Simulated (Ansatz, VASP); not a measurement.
## LiS3 in VASP and in Ansatz

```
Li S
1.0
    -2.51260    2.51260    2.51260
     2.51260   -2.51260    2.51260
     2.51260    2.51260   -2.51260
Li S
1 3
Direct
  0.00000 0.00000 0.00000
  0.00000 0.50000 0.50000
  0.50000 0.00000 0.50000
  0.50000 0.50000 0.00000
```

Alike in both runs: task relaxation of cell and atoms; functional PBE; k mesh 14 × 14 × 14; occupations gaussian, width 0.1 eV; no spin polarisation.

|  | VASP | Ansatz |
| --- | --- | --- |
| version | VASP 6.6.1 | Ansatz 0.2.0 |
| potentials or method | VASP PAW PBE potentials, release 64 (Li_sv, S), cutoff 600 eV | scalar-relativistic, plane waves, PAW |
| valence electrons in the cell | 21 | 21 |

```csv
,VASP,Ansatz,Ansatz less VASP
"gap on the k mesh at the Fermi level, each at its own relaxed structure (eV)",none,none,-
relaxed volume (Å³/atom),15.86,15.88,+0.017
relaxed cell length with the largest relative difference (Å),4.352,4.354,+0.0015
```

A gap of «none» marks a metal or a gap that the smearing closes.

Noted on VASP's run: the cutoff is short for stress, so the pressure is rough; the relaxation stopped at its first step, so nothing moved.
